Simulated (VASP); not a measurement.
# V (P6/mmm) in VASP: notebook

V is run at these levels: PBE; tasks: single point.

Program: VASP 6.6.1. These are calculated values, not measurements. Logs are shortened: lines on timing, memory, paths and dates and some standing lists are left out, and cuts for length are marked.

## Step 1: The cell of the first run

The structure is hexagonal, space group P6/mmm (No. 191). Conventional cell: a = 2.364 Å, b = 2.364 Å, c = 2.200 Å, α = 90.00°, β = 90.00°, γ = 120.00°. Within 2.9 Å of V (site symmetry 6/mmm) lie 8 V at 2.20 to 2.36 Å.

## Step 2: Single point, PBE (volume scaled by 0.75)

The input, INCAR:

```
ALGO     = Normal         # electronic algorithm
EDIFF    = 1E-6           # SCF threshold, eV
ENCUT    = 520            # plane-wave cutoff, eV
GGA      = PE             # functional
ISIF     = 2              # what is computed and relaxed
ISMEAR   = -1             # smearing method
LASPH    = T              # aspherical terms in the spheres
LCHARG   = F              # write CHGCAR
LREAL    = F              # projectors in reciprocal space
LWAVE    = F              # write WAVECAR
NBANDS   = 12             # bands
NELM     = 100            # most SCF steps
PREC     = Accurate       # precision mode
SIGMA    = 0.05           # smearing width, eV
```

The input, KPOINTS:

```
k-points
0
Gamma
  17 17 15
```

The input, POSCAR:

```
V
1.0
    2.3642843690      0.0000000000      0.0000000000
   -1.1821421845      2.0475303253      0.0000000000
    0.0000000000      0.0000000000      2.1999185349
V
1
Direct
    0.0000000000      0.0000000000      0.0000000000
```

Potentials or basis: VASP PAW PBE potentials, release 64 (V_sv).

On the command line:

```
cat potpaw_PBE.64/V_sv/POTCAR > POTCAR
mpirun -np 1 vasp_std > vasp.out
```

OUTCAR:

```text
EDIFF = 1E-6
   ENCUT = 520
   GGA = PE
   ISIF = 2
   ISMEAR = -1
   LASPH = T
   LREAL = F
   NELM = 100
   PREC = Accurate

 ion  position               nearest neighbor table
   1  0.000  0.000  0.000-

  LATTYP: Found a hexagonal cell.
 ALAT       =     2.3642843690
 C/A-ratio  =     0.9304796681

  Lattice vectors:

 A1 = (   2.3642843690,   0.0000000000,   0.0000000000)
 A2 = (  -1.1821421845,   2.0475303253,   0.0000000000)
 A3 = (   0.0000000000,   0.0000000000,   2.1999185349)

Analysis of symmetry for initial positions (statically):
=====================================================================
 Subroutine PRICEL returns:
 Original cell was already a primitive cell.

 Routine SETGRP: Setting up the symmetry group for a
 hexagonal supercell.

 Subroutine GETGRP returns: Found 24 space group operations
 (whereof 24 operations were pure point group operations)
 out of a pool of 24 trial point group operations.

The static configuration has the point symmetry D_6h.

Analysis of symmetry for dynamics (positions and initial velocities):
=====================================================================
 Subroutine PRICEL returns:
 Original cell was already a primitive cell.

 Routine SETGRP: Setting up the symmetry group for a
 hexagonal supercell.

 Subroutine GETGRP returns: Found 24 space group operations
 (whereof 24 operations were pure point group operations)
 out of a pool of 24 trial point group operations.

The dynamic configuration has the point symmetry D_6h.

 Subroutine INISYM returns: Found 24 space group operations
 (whereof 24 operations are pure point group operations),
 and found     1 'primitive' translations

----------------------------------------------------------------------------------------

                                     Primitive cell

  volume of cell :      10.6497

  direct lattice vectors                    reciprocal lattice vectors
     2.364284369  0.000000000  0.000000000     0.422960966  0.244196627  0.000000000
    -1.182142184  2.047530325  0.000000000     0.000000000  0.488393255  0.000000000
     0.000000000  0.000000000  2.199918535     0.000000000  0.000000000  0.454562287

  length of vectors
     2.364284369  2.364284369  2.199918535     0.488393255  0.488393255  0.454562287

  position of ions in fractional coordinates (direct lattice)
     0.000000000  0.000000000  0.000000000

  ion indices of the primitive-cell ions
   primitive index   ion index
                 1           1

----------------------------------------------------------------------------------------

 KPOINTS: k-points

Automatic generation of k-mesh.
 Grid dimensions read from file:
 generate k-points for:   17   17   15

 Generating k-lattice:

  Cartesian coordinates                     Fractional coordinates (reciprocal lattice)
     0.024880057  0.014364507  0.000000000     0.058823529 -0.000000000  0.000000000
     0.000000000  0.028729015  0.000000000     0.000000000  0.058823529  0.000000000
     0.000000000  0.000000000  0.030304152     0.000000000  0.000000000  0.066666667

  Length of vectors
     0.028729015  0.028729015  0.030304152

  Shift w.r.t. Gamma in fractional coordinates (k-lattice)
     0.000000000  0.000000000  0.000000000

 Subroutine IBZKPT returns following result:
 ===========================================

 Found    264 irreducible k-points:

 Following reciprocal coordinates:
            Coordinates               Weight
  0.000000  0.000000  0.000000      1.000000
  0.058824  0.000000  0.000000      6.000000
  0.117647  0.000000  0.000000      6.000000
  0.176471  0.000000  0.000000      6.000000
  0.235294  0.000000  0.000000      6.000000
  0.294118  0.000000  0.000000      6.000000
[... 16 lines left out ...]
  0.411765  0.117647  0.000000     12.000000
  0.176471  0.176471  0.000000      6.000000
 [... further k-points ...]
   k-points           NKPTS =    264   k-points in BZ     NKDIM =    264   number of bands    NBANDS=     12
   number of dos      NEDOS =    301   number of ions     NIONS =      1
   total plane-waves  NPLWV =   5184
   dimension x,y,z NGX =    18 NGY =   18 NGZ =   16
   dimension x,y,z NGXF=    36 NGYF=   36 NGZF=   32
   ions per type =               1
   NGX,Y,Z   is equivalent  to a cutoff of  12.66, 12.66, 12.09 a.u.
   NGXF,Y,Z  is equivalent  to a cutoff of  25.31, 25.31, 24.18 a.u.
 SYSTEM =  unknown system
   PREC   = accura    normal or accurate (medium, high low for compatibility)
   ISTART =      0    job   : 0-new  1-cont  2-samecut
   ICHARG =      2    charge: 1-file 2-atom 10-const
   ISPIN  =      1    spin polarized calculation?
   LNONCOLLINEAR =      F non collinear calculations
   LSORBIT =      F    spin-orbit coupling
   LASPH  =      T    aspherical Exc in radial PAW
   ENCUT  =  520.0 eV  38.22 Ry    6.18 a.u.   4.40  4.40  4.09*2*pi/ulx,y,z
   NELM   =    100;   NELMIN=  2; NELMDL= -5     # of ELM steps
   EDIFF  = 0.1E-05   stopping-criterion for ELM
   LREAL  =      F    real-space projection
   EDIFFG = 0.1E-04   stopping-criterion for IOM
   NSW    =      0    number of steps for IOM
   IBRION =     -1    ionic relax: 0-MD 1-quasi-New 2-CG
   NFREE  =      0    steps in history (QN), initial steepest desc. (CG)
   ISIF   =      2    stress and relaxation
   ISYM   =      2    0-nonsym 1-usesym 2-fastsym
   POTIM  = 0.5000    time-step for ionic-motion
   TEBEG  =    0.0;   TEEND  =   0.0 temperature during run
   PSTRESS=    0.0 pullay stress
   NELECT =      13.0000    total number of electrons
   NUPDOWN=      -1.0000    fix difference up-down
   EMIN   =  10.00;   EMAX   =-10.00  energy-range for DOS
   EFERMI =   0.00;   METHOD = LEGACY
   ISMEAR =    -1;   SIGMA  =   0.05  broadening in eV -4-tet -1-fermi 0-gaus
   EFERMI_NEDOS =   21; number of points for ismear=-14 and -15
   IALGO  =     38    algorithm
   IMIX   =      4    mixing-type and parameters
     AMIX     =   0.40;   BMIX     =  1.00
     AMIX_MAG =   1.60;   BMIX_MAG =  1.00
  volume/ion in A,a.u.               =      10.65        71.87
  Fermi-wavevector in a.u.,A,eV,Ry     =   1.749620  3.306302 41.649748  3.061170
  Thomas-Fermi vector in A             =   2.820498
   LORBIT       =      0    0 simple, 1 ext, 2 COOP (PROOUT), +10 PAW based schemes
   GGA     = PE    functional components
   LHFCALC =     F    Hartree Fock is set to
   AEXX    =    0.0000 exact exchange contribution
   IVDW    =     0    specifies the selected vdW correction
   LEPSILON=     F    determine dielectric tensor
   LRPA    =     F    only Hartree local field effects (RPA)
 non-spin polarized calculation
  energy-cutoff  :      520.00
  volume of cell :       10.65
 maximum number of plane-waves:       301
 NGX is ok and might be reduce to    18
   NGX =  9   NGY =  9   NGZ =  9

 number of electron      12.9999997 magnetization

 Free energy of the ion-electron system (eV)
  ---------------------------------------------------
  ext. energy  EPLUGINS =         0.00000000
  ---------------------------------------------------
  free energy    TOTEN  =        -7.82364614 eV

  energy without entropy =       -7.81517873  energy(sigma->0) =       -7.81941243

 E-fermi :  13.4477     XC(G=0): -14.1705

 val. band max:       13.4320856053   @ k =   0.4118   0.1765   0.3333
 cond. band min:      13.4625643635   @ k =   0.0000   0.0000   0.4000
 fundamental gap:      0.0304787582
 Fermi energy:        13.4476698671

 k-point     1 :       0.0000    0.0000    0.0000
  band No.  band energies     occupation
      1     -50.7623      2.00000
      2     -23.3109      2.00000
      3     -23.3109      2.00000
      4     -23.2344      2.00000
      5       6.1607      2.00000
      6       9.9206      2.00000
      7      13.4783      0.70328
      8      13.4783      0.70328
      9      18.1020      0.00000
     10      18.1020      0.00000
     11      32.6409      0.00000
     12      35.6694      0.00000

 k-point     2 :       0.0588    0.0000    0.0000
  band No.  band energies     occupation
      1     -50.7464      2.00000
      2     -23.3857      2.00000
      3     -23.3268      2.00000
      4     -23.2266      2.00000
      5       6.3241      2.00000
      6       9.9864      2.00000
      7      13.3326      1.81800
      8      13.6067      0.07980
      9      17.9876      0.00000
     10      18.0828      0.00000
     11      32.7966      0.00000
     12      35.9214      0.00000

 k-point     3 :       0.1176    0.0000    0.0000
  band No.  band energies     occupation
      1     -50.7007      2.00000
      2     -23.5979      2.00000
      3     -23.3720      2.00000
      4     -23.2045      2.00000
      5       6.7901      2.00000
      6      10.1732      2.00000
      7      12.9557      1.99989
      8      13.9832      0.00004
      9      17.6720      0.00000
     10      18.0282      0.00000
     11      33.0463      0.00000
     12      36.6448      0.00000
[... 286 lines left out ...]
 k-point    23 :       0.4118    0.1176    0.0000
  band No.  band energies     occupation
      1     -50.2615      2.00000
      2     -25.2809      2.00000
      3     -23.9460      2.00000
      4     -22.9968      2.00000
      5       9.3991      2.00000
      6      11.4113      2.00000
      7      14.0290      0.00002
      8      15.4986      0.00000
      9      17.3049      0.00000
     10      19.2411      0.00000
     11      25.3276      0.00000
     12      30.2119      0.00000

 k-point    24 :       0.1765    0.1765    0.0000
  band No.  band energies     occupation
      1     -50.4354      2.00000
      2     -24.6185      2.00000
      3     -23.7605      2.00000
      4     -23.0779      2.00000
      5       9.4876      2.00000
      6      11.2769      2.00000
      7      11.3301      2.00000
      8      16.2939      0.00000
      9      16.8854      0.00000
     10      17.5356      0.00000
     11      30.1756      0.00000
     12      31.8600      0.00000

 [... further k-points ...]
[... 5 lines left out ...]
  --------------------------------------------------------------------------------------
  -------------------------------------------------------------------------------------
  Total        5.1702918      5.1702918      5.2479057     -0.0000000      0.0000000     -0.0000000
  in kB      777.8376978    777.8376978    789.5142080     -0.0000000      0.0000000     -0.0000000
  external PRESSURE =     781.7298679 kB  Pullay stress =       0.0000000 kB

 VOLUME and BASIS-vectors are now :
 -----------------------------------------------------------------------------
  energy-cutoff  :      520.00
  volume of cell :       10.65
      direct lattice vectors                 reciprocal lattice vectors
     2.364284369  0.000000000  0.000000000     0.422960966  0.244196627  0.000000000
    -1.182142184  2.047530325  0.000000000     0.000000000  0.488393255  0.000000000
     0.000000000  0.000000000  2.199918535     0.000000000  0.000000000  0.454562287

 POSITION                                       TOTAL-FORCE (eV/Angst)
 -----------------------------------------------------------------------------------
      0.00000      0.00000      0.00000         0.000000      0.000000      0.000000
 -----------------------------------------------------------------------------------
    total drift:                               -0.000000      0.000000      0.000000

  FREE ENERGIE OF THE ION-ELECTRON SYSTEM (eV)
  ---------------------------------------------------
  free  energy   TOTEN  =        -7.8236461358 eV

  energy  without entropy=       -7.8151787266  energy(sigma->0) =       -7.81941243
```

Run time: 9.7 s. Hardware: 1 thread of Intel Xeon 6975P-C (Granite Rapids), shared host; peak memory 0.14 GiB.

What came out:

- Free energy: -7.8236 eV
- Pressure: 78.2 GPa

[end of part 1 of 2]
